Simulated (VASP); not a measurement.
# P in VASP: single point with PBE

Aim: the single point of P with PBE.

All numbers are computed with VASP 6.6.1; they aren't measurements. Logs are shortened: lines on timing, memory, paths and dates and some standing lists are left out, and cuts for length are marked.

## 1. The cell of the first run

The cell holds a slab with vacuum, 8 atoms: a = 3.306 Å, b = 4.596 Å, c = 40.532 Å, α = 90.00°, β = 90.00°, γ = 90.00°.

## 2. Single point, PBE

File INCAR:

```
ALGO = Normal
DIPOL = 0.5 0.5 0.500
EDIFF = 1E-7
ENCUT = 520
GGA = PE
IDIPOL = 3
ISIF = 2
ISMEAR = 0
LASPH = True
LCHARG = False
LDIPOL = True
LREAL = False
LWAVE = False
NBANDS = 30
NELM = 80
PREC = Accurate
SIGMA = 0.01
```

File KPOINTS:

```
k-points
0
Gamma
  10 8 1
```

File POSCAR:

```
P
1.0
    3.3059583264      0.0000000000      0.0000000000
    0.0000000000      4.5957906935      0.0000000000
    0.0000000000      0.0000000000     40.5322295593
P
8
Direct
    0.0000000000      0.5878876581      0.4044032839
    0.5000000000      0.9121123419      0.4044032839
    0.5000000000      0.0875938225      0.4565798646
    0.0000000000      0.4124061775      0.4565798646
    0.5000000000      0.5875938225      0.5434201354
    0.0000000000      0.9124061775      0.5434201354
    0.0000000000      0.0878876581      0.5955967161
    0.5000000000      0.4121123419      0.5955967161
```

Potentials or basis: VASP PAW PBE potentials, release 64 (P).

Started as:

```
cat potpaw_PBE.64/P/POTCAR > POTCAR
mpirun -np 1 vasp_std > vasp.out
```

OUTCAR:

```text
EDIFF = 1E-7
   ENCUT = 520
   GGA = PE
   ISIF = 2
   ISMEAR = 0
   LASPH = True
   LREAL = False
   NELM = 80
   PREC = Accurate

 ion  position               nearest neighbor table
   1  0.000  0.588  0.404-   2 2.23   2 2.23   4 2.26
   2  0.500  0.912  0.404-   1 2.23   1 2.23   3 2.26
   3  0.500  0.088  0.457-   4 2.23   4 2.23   2 2.26
   4  0.000  0.412  0.457-   3 2.23   3 2.23   1 2.26
   5  0.500  0.588  0.543-   6 2.23   6 2.23   8 2.26
   6  0.000  0.912  0.543-   5 2.23   5 2.23   7 2.26
   7  0.000  0.088  0.596-   8 2.23   8 2.23   6 2.26
   8  0.500  0.412  0.596-   7 2.23   7 2.23   5 2.26

  LATTYP: Found a simple orthorhombic cell.
 ALAT       =     3.3059583264
 B/A-ratio  =     1.3901538494
 C/A-ratio  =    12.2603570758

  Lattice vectors:

 A1 = (   3.3059583264,   0.0000000000,   0.0000000000)
 A2 = (   0.0000000000,   4.5957906935,   0.0000000000)
 A3 = (   0.0000000000,   0.0000000000,  40.5322295593)

Analysis of symmetry for initial positions (statically):
=====================================================================
 Subroutine PRICEL returns:
 Original cell was already a primitive cell.

 Routine SETGRP: Setting up the symmetry group for a
 simple orthorhombic supercell.

 Subroutine GETGRP returns: Found  8 space group operations
 (whereof  2 operations were pure point group operations)
 out of a pool of  8 trial point group operations.

The static configuration has the point symmetry C_1h.
 The point group associated with its full space group is D_2h.

Analysis of symmetry for dynamics (positions and initial velocities):
=====================================================================
 Subroutine PRICEL returns:
 Original cell was already a primitive cell.

 Routine SETGRP: Setting up the symmetry group for a
 simple orthorhombic supercell.

 Subroutine GETGRP returns: Found  8 space group operations
 (whereof  2 operations were pure point group operations)
 out of a pool of  8 trial point group operations.

The dynamic configuration has the point symmetry C_1h.
 The point group associated with its full space group is D_2h.

 Subroutine INISYM returns: Found  8 space group operations
 (whereof  2 operations are pure point group operations),
 and found     1 'primitive' translations

----------------------------------------------------------------------------------------

                                     Primitive cell

  volume of cell :     615.8261

  direct lattice vectors                    reciprocal lattice vectors
     3.305958326  0.000000000  0.000000000     0.302484152  0.000000000  0.000000000
     0.000000000  4.595790693  0.000000000     0.000000000  0.217590414  0.000000000
     0.000000000  0.000000000 40.532229559     0.000000000  0.000000000  0.024671724

  length of vectors
     3.305958326  4.595790693 40.532229559     0.302484152  0.217590414  0.024671724

  position of ions in fractional coordinates (direct lattice)
     0.000000000  0.587887658  0.404403284
     0.500000000  0.912112342  0.404403284
     0.500000000  0.087593822  0.456579865
     0.000000000  0.412406178  0.456579865
     0.500000000  0.587593822  0.543420135
     0.000000000  0.912406178  0.543420135
     0.000000000  0.087887658  0.595596716
     0.500000000  0.412112342  0.595596716

  ion indices of the primitive-cell ions
   primitive index   ion index
                 1           1
                 2           2
                 3           3
                 4           4
                 5           5
                 6           6
                 7           7
                 8           8

----------------------------------------------------------------------------------------

 KPOINTS: k-points

Automatic generation of k-mesh.
 Grid dimensions read from file:
 generate k-points for:   10    8    1

 Generating k-lattice:

  Cartesian coordinates                     Fractional coordinates (reciprocal lattice)
     0.030248415  0.000000000  0.000000000     0.100000000  0.000000000  0.000000000
     0.000000000  0.027198802  0.000000000     0.000000000  0.125000000  0.000000000
     0.000000000  0.000000000  0.024671724     0.000000000  0.000000000  1.000000000

  Length of vectors
     0.030248415  0.027198802  0.024671724

  Shift w.r.t. Gamma in fractional coordinates (k-lattice)
     0.000000000  0.000000000  0.000000000

 Subroutine IBZKPT returns following result:
 ===========================================

 Found     30 irreducible k-points:

 Following reciprocal coordinates:
            Coordinates               Weight
  0.000000  0.000000  0.000000      1.000000
  0.100000  0.000000  0.000000      2.000000
  0.200000  0.000000  0.000000      2.000000
  0.300000  0.000000  0.000000      2.000000
  0.400000  0.000000  0.000000      2.000000
  0.500000  0.000000  0.000000      1.000000
[... 16 lines left out ...]
  0.400000  0.375000  0.000000      4.000000
  0.500000  0.375000  0.000000      2.000000
 [... further k-points ...]
   k-points           NKPTS =     30   k-points in BZ     NKDIM =     30   number of bands    NBANDS=     30
   number of dos      NEDOS =    301   number of ions     NIONS =      8
   total plane-waves  NPLWV = 322560
   dimension x,y,z NGX =    28 NGY =   36 NGZ =  320
   dimension x,y,z NGXF=    56 NGYF=   72 NGZF=  640
   ions per type =               8
   NGX,Y,Z   is equivalent  to a cutoff of  14.08, 13.02, 13.13 a.u.
   NGXF,Y,Z  is equivalent  to a cutoff of  28.16, 26.04, 26.25 a.u.
 SYSTEM =  unknown system
   PREC   = accura    normal or accurate (medium, high low for compatibility)
   ISTART =      0    job   : 0-new  1-cont  2-samecut
   ICHARG =      2    charge: 1-file 2-atom 10-const
   ISPIN  =      1    spin polarized calculation?
   LNONCOLLINEAR =      F non collinear calculations
   LSORBIT =      F    spin-orbit coupling
   LASPH  =      T    aspherical Exc in radial PAW
   ENCUT  =  520.0 eV  38.22 Ry    6.18 a.u.   6.15  8.55 75.36*2*pi/ulx,y,z
   NELM   =     80;   NELMIN=  2; NELMDL= -5     # of ELM steps
   EDIFF  = 0.1E-06   stopping-criterion for ELM
   LREAL  =      F    real-space projection
   EDIFFG = 0.1E-05   stopping-criterion for IOM
   NSW    =      0    number of steps for IOM
   IBRION =     -1    ionic relax: 0-MD 1-quasi-New 2-CG
   NFREE  =      0    steps in history (QN), initial steepest desc. (CG)
   ISIF   =      2    stress and relaxation
   ISYM   =      2    0-nonsym 1-usesym 2-fastsym
   POTIM  = 0.5000    time-step for ionic-motion
   TEBEG  =    0.0;   TEEND  =   0.0 temperature during run
   PSTRESS=    0.0 pullay stress
   NELECT =      40.0000    total number of electrons
   NUPDOWN=      -1.0000    fix difference up-down
   EMIN   =  10.00;   EMAX   =-10.00  energy-range for DOS
   EFERMI =   0.00;   METHOD = LEGACY
   ISMEAR =     0;   SIGMA  =   0.01  broadening in eV -4-tet -1-fermi 0-gaus
   EFERMI_NEDOS =   21; number of points for ismear=-14 and -15
   IALGO  =     38    algorithm
   IMIX   =      4    mixing-type and parameters
     AMIX     =   0.40;   BMIX     =  1.00
     AMIX_MAG =   1.60;   BMIX_MAG =  1.00
  volume/ion in A,a.u.               =      76.98       519.47
  Fermi-wavevector in a.u.,A,eV,Ry     =   0.658075  1.243582  5.892178  0.433063
  Thomas-Fermi vector in A             =   1.729783
   LORBIT       =      0    0 simple, 1 ext, 2 COOP (PROOUT), +10 PAW based schemes
   GGA     = PE    functional components
   LHFCALC =     F    Hartree Fock is set to
   AEXX    =    0.0000 exact exchange contribution
   IVDW    =     0    specifies the selected vdW correction
   LEPSILON=     F    determine dielectric tensor
   LRPA    =     F    only Hartree local field effects (RPA)
 non-spin polarized calculation
 Gauss-broadening in eV      SIGMA  =   0.01
  energy-cutoff  :      520.00
  volume of cell :      615.83
 maximum number of plane-waves:     16654
 NGX is ok and might be reduce to    28
   NGX = 13   NGY = 17   NGZ =151

 dipolmoment           0.000000      0.000000      0.000000 electrons x Angstroem

 number of electron      39.9999997 magnetization

 dipolmoment           0.000000      0.000000     -0.000000 electrons x Angstroem

 Free energy of the ion-electron system (eV)
  ---------------------------------------------------
  ext. energy  EPLUGINS =         0.00000000
  ---------------------------------------------------
  free energy    TOTEN  =       -42.98246505 eV

  energy without entropy =      -42.98246505  energy(sigma->0) =      -42.98246505

 E-fermi :  -2.0202     XC(G=0):  -2.8001

 val. band max:       -2.0694660353   @ k =   0.0000   0.0000   0.0000
 cond. band min:      -1.4770506206   @ k =   0.0000   0.0000   0.0000
 fundamental gap:      0.5924154147
 Fermi energy:        -2.0202337843

 k-point     1 :       0.0000    0.0000    0.0000
  band No.  band energies     occupation
      1     -17.2456      2.00000
      2     -17.1952      2.00000
      3     -14.8182      2.00000
      4     -14.6971      2.00000
      5     -11.4298      2.00000
      6     -11.3980      2.00000
[... 22 lines left out ...]
     29       2.1277      0.00000
     30       2.2373      0.00000

 k-point     2 :       0.1000    0.0000    0.0000
  band No.  band energies     occupation
      1     -17.1271      2.00000
      2     -17.0769      2.00000
      3     -14.6944      2.00000
      4     -14.5736      2.00000
      5     -11.4789      2.00000
      6     -11.4519      2.00000
[... 22 lines left out ...]
     29       2.2546      0.00000
     30       2.3589      0.00000

 k-point     3 :       0.2000    0.0000    0.0000
  band No.  band energies     occupation
      1     -16.7738      2.00000
      2     -16.7245      2.00000
      3     -14.3241      2.00000
      4     -14.2042      2.00000
      5     -11.7277      2.00000
      6     -11.7170      2.00000
[... 22 lines left out ...]
     29       2.3072      0.00000
     30       2.3367      0.00000

 k-point     4 :       0.3000    0.0000    0.0000
  band No.  band energies     occupation
      1     -16.1939      2.00000
      2     -16.1463      2.00000
      3     -13.7109      2.00000
      4     -13.5927      2.00000
      5     -12.3833      2.00000
      6     -12.3703      2.00000
[... 22 lines left out ...]
     29       1.8015      0.00000
     30       2.0230      0.00000

 k-point     5 :       0.4000    0.0000    0.0000
  band No.  band energies     occupation
      1     -15.4044      2.00000
      2     -15.3596      2.00000
      3     -13.3775      2.00000
      4     -13.3470      2.00000
      5     -12.8616      2.00000
      6     -12.7462      2.00000
[... 22 lines left out ...]
     29       0.7895      0.00000
     30       0.8587      0.00000
[... 526 lines left out ...]
     29       2.2438      0.00000
     30       2.4509      0.00000

 k-point    22 :       0.3000    0.3750    0.0000
  band No.  band energies     occupation
      1     -15.5686      2.00000
      2     -15.5337      2.00000
      3     -14.6406      2.00000
      4     -14.6386      2.00000
      5     -11.4564      2.00000
      6     -11.3640      2.00000
[... 22 lines left out ...]
     29       2.7928      0.00000
     30       2.8964      0.00000

 k-point    23 :       0.4000    0.3750    0.0000
  band No.  band energies     occupation
      1     -14.8476      2.00000
      2     -14.8165      2.00000
      3     -14.0845      2.00000
      4     -14.0837      2.00000
      5     -12.0519      2.00000
      6     -11.9891      2.00000
[... 22 lines left out ...]
     29       2.3810      0.00000
     30       2.6743      0.00000

 k-point    24 :       0.5000    0.3750    0.0000
  band No.  band energies     occupation
      1     -14.1376      2.00000
      2     -14.1376      2.00000
      3     -14.1190      2.00000
      4     -14.1190      2.00000
      5     -12.0299      2.00000
      6     -12.0299      2.00000
[... 22 lines left out ...]
     29       2.8353      0.00000
     30       2.8353      0.00000

 [... further k-points ...]

------------------------ aborting loop because EDIFF is reached ----------------------------------------

 vacuum level on the upper side and lower side of the slab       (xc-potential included)        -0.012        -0.012

  FORCE on cell =-STRESS in cart. coord.  units (eV):
  Direction    XX          YY          ZZ          XY          YZ          ZX
  --------------------------------------------------------------------------------------
  -------------------------------------------------------------------------------------
  Total       -0.3209477     -0.3576878     -0.3274182     -0.0000000      0.0000000      0.0000000
  in kB       -0.8350005     -0.9305862     -0.8518346     -0.0000000      0.0000000      0.0000000
  external PRESSURE =      -0.8724738 kB  Pullay stress =       0.0000000 kB

 VOLUME and BASIS-vectors are now :
 -----------------------------------------------------------------------------
  energy-cutoff  :      520.00
  volume of cell :      615.83
      direct lattice vectors                 reciprocal lattice vectors
     3.305958326  0.000000000  0.000000000     0.302484152  0.000000000  0.000000000
     0.000000000  4.595790693  0.000000000     0.000000000  0.217590414  0.000000000
     0.000000000  0.000000000 40.532229559     0.000000000  0.000000000  0.024671724

 POSITION                                       TOTAL-FORCE (eV/Angst)
 -----------------------------------------------------------------------------------
      0.00000      2.70181     16.39137        -0.000000      0.033466      0.036239
      1.65298      4.19188     16.39137        -0.000000     -0.033466      0.036239
      1.65298      0.40256     18.50620        -0.000000      0.034307     -0.037456
      0.00000      1.89533     18.50620        -0.000000     -0.034307     -0.037456
      1.65298      2.70046     22.02603        -0.000000      0.034307      0.037456
      0.00000      4.19323     22.02603        -0.000000     -0.034307      0.037456
      0.00000      0.40391     24.14086        -0.000000      0.033466     -0.036239
      1.65298      1.89398     24.14086         0.000000     -0.033466     -0.036239
 -----------------------------------------------------------------------------------
    total drift:                               -0.000000      0.000000      0.000000

  FREE ENERGIE OF THE ION-ELECTRON SYSTEM (eV)
  ---------------------------------------------------
  free  energy   TOTEN  =       -42.9824650517 eV

  energy  without entropy=      -42.9824650517  energy(sigma->0) =      -42.98246505

 vacuum level on the upper side and lower side of the slab         2.723         2.723
```

It took 25 min on 1 thread of AMD EPYC 7R13, shared host; peak memory 0.82 GiB.

What came out:

```
Free energy            : -42.9825 eV
Largest force          : 0.051 eV/Å
Band gap on the k mesh : 0.59 eV
```

Forces in eV/Å, atoms in the order of the input:
```
P    0.000  0.033  0.036
P    0.000 -0.033  0.036
P    0.000  0.034 -0.037
P    0.000 -0.034 -0.037
P    0.000  0.034  0.037
P    0.000 -0.034  0.037
P    0.000  0.033 -0.036
P    0.000 -0.033 -0.036
```

Levels at points of the mesh, in eV from the valence-band top:
| k point | band 16 | band 17 | band 18 | band 19 | band 20 | band 21 | band 22 | band 23 | band 24 | band 25 |
| --- | --- | --- | --- | --- | --- | --- | --- | --- | --- | --- |
| (0.00, 0.00, 0.00) | -1.99 | -1.93 | -1.68 | -0.50 | 0.00 | 0.59 | 0.92 | 1.37 | 1.46 | 2.42 |
| (0.50, 0.00, 0.00) | -2.94 | -2.32 | -2.32 | -2.08 | -2.08 | 0.95 | 0.95 | 1.07 | 1.07 | 1.87 |
| (0.00, 0.50, 0.00) | -2.74 | -1.51 | -1.51 | -1.35 | -1.35 | 1.86 | 1.86 | 1.86 | 1.86 | 3.12 |
| (0.50, 0.50, 0.00) | -4.82 | -1.41 | -1.41 | -1.41 | -1.41 | 2.17 | 2.17 | 2.17 | 2.17 | 3.67 |
